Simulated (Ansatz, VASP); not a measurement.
## Two plane-wave programs on SnO2

```
Sn O
1.0
     4.76049    0.00000    0.00000
     0.00000    4.76049    0.00000
     0.00000    0.00000    3.20016
Sn O
2 4
Direct
  0.00000 0.00000 0.00000
  0.50000 0.50000 0.50000
  0.30588 0.30588 0.00000
  0.19412 0.80588 0.50000
  0.69412 0.69412 0.00000
  0.80588 0.19412 0.50000
```

Alike in both runs: task single point; functional r2SCAN; k mesh 4 × 4 × 6; no spin polarisation.

|  | VASP | Ansatz |
| --- | --- | --- |
| version | VASP 6.6.1 | Ansatz 0.2.0 |
| potentials or method | VASP PAW PBE potentials, release 64 (Sn_d, O) | plane waves, PAW |
| plane-wave cutoff (eV) | 520 | 500 |
| occupations | gaussian, width 0.01 eV | fixed |
| valence electrons in the cell | 52 | 52 |

|  | VASP | Ansatz | Ansatz less VASP |
| --- | --- | --- | --- |
| gap on the k mesh at the Fermi level (eV) | 1.79 | 1.77 | -0.026 |
| pressure (GPa) | 1.1 | 0.0 | -1.09 |
| traceless stress, the component that is largest in VASP (GPa) | 0.38 | 0.04 | -0.341 |
| rms of the force components (eV/Å) | 0.011 | 0.002 | -0.0094 |

VASP's potentials were made for PBE, not for r2SCAN. Atom by atom the forces differ by 0.013 eV/Å (rms over components).
